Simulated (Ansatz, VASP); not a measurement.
# ZnSe in VASP and in Ansatz

```
Zn Se
1.0
     0.00000    2.83380    2.83380
     2.83380    0.00000    2.83380
     2.83380    2.83380    0.00000
Zn Se
1 1
Cartesian
  0.0000 0.0000 0.0000
  1.4169 1.4169 1.4169
```

Alike in both runs: task single point; functional PBE; k mesh 8 × 8 × 8; occupations gaussian, width 0.02 eV; no spin polarisation.

|  | VASP | Ansatz |
| --- | --- | --- |
| version | VASP 6.6.1 | Ansatz 0.2.0 |
| potentials or method | VASP PAW PBE potentials, release 64 (Zn, Se), cutoff 520 eV | scalar-relativistic, plane waves, PAW |
| valence electrons in the cell | 18 | 28 |

```tsv
	VASP	Ansatz	Ansatz less VASP
gap on the k mesh at the Fermi level (eV)	1.29	1.29	-0.002
least direct gap on the mesh (eV)	1.29	1.29	-0.002
pressure (GPa)	2.3	2.1	-0.24
```

VASP's potentials hold 18 valence electrons a cell and Ansatz's 28, so a difference there can come from the potentials and not from the codes.
